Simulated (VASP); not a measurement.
# Cd in VASP: further runs

Cd is run at these levels: PBEsol; tasks: electric field gradients.

Program: VASP 6.6.1. These are calculated values, not measurements. Logs are shortened: lines on timing, memory, paths and dates and some standing lists are left out, and cuts for length are marked.

**1. The cell of the first run**

The structure is hexagonal, space group P6_3/mmc (No. 194). Conventional cell: a = 2.969 Å, b = 2.969 Å, c = 5.599 Å, α = 90.00°, β = 90.00°, γ = 120.00°. Within 3.9 Å of Cd (site symmetry -6m2) lie 12 Cd at 2.97 to 3.28 Å.

**2. Electric field gradients, PBEsol (21.37 Å³/atom)**

Input file INCAR:

```
ALGO     = Normal         # electronic algorithm
EDIFF    = 1E-8           # SCF threshold, eV
ENCUT    = 520            # plane-wave cutoff, eV
GGA      = PS             # functional
ISIF     = 2              # what is computed and relaxed
ISMEAR   = -1             # smearing method
LASPH    = True           # aspherical terms in the spheres
LCHARG   = False          # write CHGCAR
LEFG     = True         
LREAL    = False          # projectors in reciprocal space
LWAVE    = False          # write WAVECAR
NBANDS   = 19             # bands
NELM     = 100            # most SCF steps
PREC     = Accurate       # precision mode
SIGMA    = 0.05           # smearing width, eV
```

Input file KPOINTS:

```
k-points
0
Gamma
  14 14 7
```

Input file POSCAR:

```
Cd
1.0
    2.9689096494      0.0000000000      0.0000000000
   -1.4844548246      2.5711511778      0.0000000000
    0.0000000000      0.0000000000      5.5988617326
Cd
2
Direct
    0.3333333333      0.6666666667      0.2500000000
    0.6666666667      0.3333333333      0.7500000000
```

Potentials or basis: VASP PAW PBE potentials, release 64 (Cd).

Launch:

```console
$ cat potpaw_PBE.64/Cd/POTCAR > POTCAR
$ mpirun -np 1 vasp_std > vasp.out
```

OUTCAR:

```text
EDIFF = 1E-8
   ENCUT = 520
   GGA = PS
   ISIF = 2
   ISMEAR = -1
   LASPH = True
   LREAL = False
   NELM = 100
   PREC = Accurate

 ion  position               nearest neighbor table
   1  0.333  0.667  0.250-   2 3.28   2 3.28   2 3.28   2 3.28   2 3.28   2 3.28
   2  0.667  0.333  0.750-   1 3.28   1 3.28   1 3.28   1 3.28   1 3.28   1 3.28

  LATTYP: Found a hexagonal cell.
 ALAT       =     2.9689096494
 C/A-ratio  =     1.8858309594

  Lattice vectors:

 A1 = (   2.9689096494,   0.0000000000,   0.0000000000)
 A2 = (  -1.4844548246,   2.5711511778,   0.0000000000)
 A3 = (   0.0000000000,   0.0000000000,   5.5988617326)

Analysis of symmetry for initial positions (statically):
=====================================================================
 Subroutine PRICEL returns:
 Original cell was already a primitive cell.

 Routine SETGRP: Setting up the symmetry group for a
 hexagonal supercell.

 Subroutine GETGRP returns: Found 24 space group operations
 (whereof 12 operations were pure point group operations)
 out of a pool of 24 trial point group operations.

The static configuration has the point symmetry D_3d.
 The point group associated with its full space group is D_6h.

Analysis of symmetry for dynamics (positions and initial velocities):
=====================================================================
 Subroutine PRICEL returns:
 Original cell was already a primitive cell.

 Routine SETGRP: Setting up the symmetry group for a
 hexagonal supercell.

 Subroutine GETGRP returns: Found 24 space group operations
 (whereof 12 operations were pure point group operations)
 out of a pool of 24 trial point group operations.

The dynamic configuration has the point symmetry D_3d.
 The point group associated with its full space group is D_6h.

 Subroutine INISYM returns: Found 24 space group operations
 (whereof 12 operations are pure point group operations),
 and found     1 'primitive' translations

----------------------------------------------------------------------------------------

                                     Primitive cell

  volume of cell :      42.7390

  direct lattice vectors                    reciprocal lattice vectors
     2.968909649  0.000000000  0.000000000     0.336823992  0.194465422  0.000000000
    -1.484454825  2.571151178  0.000000000     0.000000000  0.388930845  0.000000000
     0.000000000  0.000000000  5.598861733     0.000000000  0.000000000  0.178607733

  length of vectors
     2.968909649  2.968909649  5.598861733     0.388930845  0.388930845  0.178607733

  position of ions in fractional coordinates (direct lattice)
     0.333333333  0.666666667  0.250000000
     0.666666667  0.333333333  0.750000000

  ion indices of the primitive-cell ions
   primitive index   ion index
                 1           1
                 2           2

----------------------------------------------------------------------------------------

 KPOINTS: k-points

Automatic generation of k-mesh.
 Grid dimensions read from file:
 generate k-points for:   14   14    7

 Generating k-lattice:

  Cartesian coordinates                     Fractional coordinates (reciprocal lattice)
     0.024058857  0.013890387  0.000000000     0.071428571  0.000000000  0.000000000
     0.000000000  0.027780775  0.000000000     0.000000000  0.071428571  0.000000000
     0.000000000  0.000000000  0.025515390     0.000000000  0.000000000  0.142857143

  Length of vectors
     0.027780775  0.027780775  0.025515390

  Shift w.r.t. Gamma in fractional coordinates (k-lattice)
     0.000000000  0.000000000  0.000000000

 Subroutine IBZKPT returns following result:
 ===========================================

 Found     96 irreducible k-points:

 Following reciprocal coordinates:
            Coordinates               Weight
  0.000000  0.000000  0.000000      1.000000
  0.071429  0.000000  0.000000      6.000000
  0.142857  0.000000  0.000000      6.000000
  0.214286  0.000000  0.000000      6.000000
  0.285714  0.000000  0.000000      6.000000
  0.357143  0.000000  0.000000      6.000000
[... 16 lines left out ...]
  0.285714  0.285714  0.000000      6.000000
  0.357143  0.285714  0.000000      6.000000
 [... further k-points ...]
   k-points           NKPTS =     96   k-points in BZ     NKDIM =     96   number of bands    NBANDS=     19
   number of dos      NEDOS =    301   number of ions     NIONS =      2
   total plane-waves  NPLWV =  24192
   dimension x,y,z NGX =    24 NGY =   24 NGZ =   42
   dimension x,y,z NGXF=    48 NGYF=   48 NGZF=   84
   ions per type =               2
   NGX,Y,Z   is equivalent  to a cutoff of  13.44, 13.44, 12.47 a.u.
   NGXF,Y,Z  is equivalent  to a cutoff of  26.88, 26.88, 24.94 a.u.
 SYSTEM =  unknown system
   PREC   = accura    normal or accurate (medium, high low for compatibility)
   ISTART =      0    job   : 0-new  1-cont  2-samecut
   ICHARG =      2    charge: 1-file 2-atom 10-const
   ISPIN  =      1    spin polarized calculation?
   LNONCOLLINEAR =      F non collinear calculations
   LSORBIT =      F    spin-orbit coupling
   LASPH  =      T    aspherical Exc in radial PAW
   ENCUT  =  520.0 eV  38.22 Ry    6.18 a.u.   5.52  5.52 10.41*2*pi/ulx,y,z
   NELM   =    100;   NELMIN=  2; NELMDL= -5     # of ELM steps
   EDIFF  = 0.1E-07   stopping-criterion for ELM
   LREAL  =      F    real-space projection
   EDIFFG = 0.1E-06   stopping-criterion for IOM
   NSW    =      0    number of steps for IOM
   IBRION =     -1    ionic relax: 0-MD 1-quasi-New 2-CG
   NFREE  =      0    steps in history (QN), initial steepest desc. (CG)
   ISIF   =      2    stress and relaxation
   ISYM   =      2    0-nonsym 1-usesym 2-fastsym
   POTIM  = 0.5000    time-step for ionic-motion
   TEBEG  =    0.0;   TEEND  =   0.0 temperature during run
   PSTRESS=    0.0 pullay stress
   NELECT =      24.0000    total number of electrons
   NUPDOWN=      -1.0000    fix difference up-down
   EMIN   =  10.00;   EMAX   =-10.00  energy-range for DOS
   EFERMI =   0.00;   METHOD = LEGACY
   ISMEAR =    -1;   SIGMA  =   0.05  broadening in eV -4-tet -1-fermi 0-gaus
   EFERMI_NEDOS =   21; number of points for ismear=-14 and -15
   IALGO  =     38    algorithm
   IMIX   =      4    mixing-type and parameters
     AMIX     =   0.40;   BMIX     =  1.00
     AMIX_MAG =   1.60;   BMIX_MAG =  1.00
  volume/ion in A,a.u.               =      21.37       144.21
  Fermi-wavevector in a.u.,A,eV,Ry     =   1.350632  2.552325 24.819851  1.824208
  Thomas-Fermi vector in A             =   2.478121
   LORBIT       =      0    0 simple, 1 ext, 2 COOP (PROOUT), +10 PAW based schemes
   GGA     = PS    functional components
   LHFCALC =     F    Hartree Fock is set to
   AEXX    =    0.0000 exact exchange contribution
   IVDW    =     0    specifies the selected vdW correction
   LEPSILON=     F    determine dielectric tensor
   LRPA    =     F    only Hartree local field effects (RPA)
 non-spin polarized calculation
  energy-cutoff  :      520.00
  volume of cell :       42.74
 maximum number of plane-waves:      1178
 NGX is ok and might be reduce to    24
   NGX = 11   NGY = 11   NGZ = 21

 number of electron      23.9999999 magnetization

 Free energy of the ion-electron system (eV)
  ---------------------------------------------------
  ext. energy  EPLUGINS =         0.00000000
  ---------------------------------------------------
  free energy    TOTEN  =        -2.39111215 eV

  energy without entropy =       -2.38500652  energy(sigma->0) =       -2.38805933

 E-fermi :   2.8752     XC(G=0): -11.2635

 val. band max:        2.8728450833   @ k =   0.3571   0.2143   0.2857
 cond. band min:       2.9112459751   @ k =   0.3571   0.2857   0.2857
 fundamental gap:      0.0384008918
 Fermi energy:         2.8751747110

 k-point     1 :       0.0000    0.0000    0.0000
  band No.  band energies     occupation
      1      -7.0208      2.00000
      2      -6.7475      2.00000
      3      -6.3543      2.00000
      4      -6.3543      2.00000
      5      -6.3013      2.00000
      6      -6.3013      2.00000
[... 11 lines left out ...]
     18      17.8347      0.00000
     19      18.6483      0.00000
[... 485 lines left out ...]
 k-point    24 :       0.3571    0.2857    0.0000
  band No.  band energies     occupation
      1      -6.6604      2.00000
      2      -6.4635      2.00000
      3      -6.3363      2.00000
      4      -6.2839      2.00000
      5      -6.2629      2.00000
      6      -6.1324      2.00000
[... 11 lines left out ...]
     18       8.8848      0.00000
     19      10.8877      0.00000

 [... further k-points ...]

------------------------ aborting loop because EDIFF is reached ----------------------------------------

  FORCE on cell =-STRESS in cart. coord.  units (eV):
  Direction    XX          YY          ZZ          XY          YZ          ZX
  --------------------------------------------------------------------------------------
  -------------------------------------------------------------------------------------
  Total       -0.0757595     -0.0757595     -0.2779554     -0.0000000      0.0000000      0.0000000
  in kB       -2.8400334     -2.8400334    -10.4198473     -0.0000000      0.0000000      0.0000000
  external PRESSURE =      -5.3666381 kB  Pullay stress =       0.0000000 kB

 VOLUME and BASIS-vectors are now :
 -----------------------------------------------------------------------------
  energy-cutoff  :      520.00
  volume of cell :       42.74
      direct lattice vectors                 reciprocal lattice vectors
     2.968909649  0.000000000  0.000000000     0.336823992  0.194465422  0.000000000
    -1.484454825  2.571151178  0.000000000     0.000000000  0.388930845  0.000000000
     0.000000000  0.000000000  5.598861733     0.000000000  0.000000000  0.178607733

 POSITION                                       TOTAL-FORCE (eV/Angst)
 -----------------------------------------------------------------------------------
     -0.00000      1.71410      1.39972         0.000000      0.000000      0.000000
      1.48445      0.85705      4.19915        -0.000000     -0.000000      0.000000
 -----------------------------------------------------------------------------------
    total drift:                                0.000000     -0.000000      0.000000

  FREE ENERGIE OF THE ION-ELECTRON SYSTEM (eV)
  ---------------------------------------------------
  free  energy   TOTEN  =        -2.3911121466 eV

  energy  without entropy=       -2.3850065183  energy(sigma->0) =       -2.38805933

 Electric field gradients (V/A^2)
---------------------------------------------------------------------
 ion       V_xx      V_yy      V_zz      V_xy      V_xz      V_yz
---------------------------------------------------------------------
   1     -41.618   -41.617    83.235     0.001     0.000    -0.000
   2     -41.618   -41.617    83.235     0.001    -0.000     0.000
---------------------------------------------------------------------

 Electric field gradients after diagonalization (V/A^2)
 (convention: |V_zz| > |V_xx| > |V_yy|)
----------------------------------------------------------------------
 ion       V_xx      V_yy      V_zz     asymmetry (V_yy - V_xx)/ V_zz
----------------------------------------------------------------------
   1     -41.619   -41.616    83.235       0.000
   2     -41.619   -41.616    83.235       0.000
----------------------------------------------------------------------

           NMR quadrupolar parameters

 Cq : quadrupolar parameter    Cq=e*Q*V_zz/h
 eta: asymmetry parameters     (V_yy - V_xx)/ V_zz
 Q  : nuclear electric quadrupole moment in mb (millibarn)
----------------------------------------------------------------------
 ion       Cq(MHz)       eta       Q (mb)
----------------------------------------------------------------------
   1       0.201       0.000       1.000
   2       0.201       0.000       1.000
----------------------------------------------------------------------
```

Wall time 41 s (1 thread of AMD EPYC 9R14 (Zen 4), shared host); peak memory 0.17 GiB.

Results:

| Quantity | Value |
| --- | --- |
| Free energy | -2.3911 eV |
| Pressure | -0.5 GPa |
| Band gap on the k mesh | zero (bands 12 and 13 overlap by 4.33 eV) |
| Largest electric field gradient by atom | Cd +83.2 V/Å² |

Electric field gradients, principal values (V/Å²):
| atom | least | middle | greatest (by size) |
| --- | --- | --- | --- |
| 1 Cd | -41.616 | -41.619 | 83.235 |
| 2 Cd | -41.616 | -41.619 | 83.235 |

Caveat: without QUAD_EFG the Cq values of the log hold for a quadrupole moment of 1 mb, not for the nuclei; the PAW data sets were made with another functional, which shifts forces and pressure a little.

(Part 1 of 2 ends here.)

The gap in the log of VASP goes by the Fermi energy; the results here count the filled bands.